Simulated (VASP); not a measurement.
Here is a VASP 6.6.1 calculation.

Contents of INCAR:

```
PREC = Accurate
ENCUT = 520
EDIFF = 1E-6
ISMEAR = 1
SIGMA = 0.1
LREAL = False
LASPH = True
NELM = 80
ALGO = Normal
ISIF = 2
LWAVE = False
LCHARG = True
GGA = PS
LELF = True
LVHAR = True
NBANDS = 16
```

File KPOINTS:

```
Automatic mesh
0
Gamma
  11 11 7
```

Contents of POSCAR:

```
AgB2
1.0
    3.0268040000      0.0000000000      0.0000000000
   -1.5134020000      2.6212890000      0.0000000000
    0.0000000000      0.0000000000      4.0639220000
Ag B
1 2
Direct
    0.0000000000      0.0000000000      0.0000000000
    0.3333333333      0.6666666667      0.5000000000
    0.6666666667      0.3333333333      0.5000000000
```

Potentials or basis: VASP PAW PBE potentials, release 64 (Ag, B).

Run with:

```console
$ cat potpaw_PBE.64/Ag/POTCAR potpaw_PBE.64/B/POTCAR > POTCAR
$ mpirun -np 1 vasp_std > vasp.out
```

Task: What does it give for the pressure?

Result: -5.6 GPa.

Stress tensor (GPa, compression positive):
```
-4.72  0.00  0.00
 0.00 -4.72  0.00
 0.00  0.00 -7.22
```

Caveat: the PAW data sets were made with another functional, which shifts forces and pressure a little.
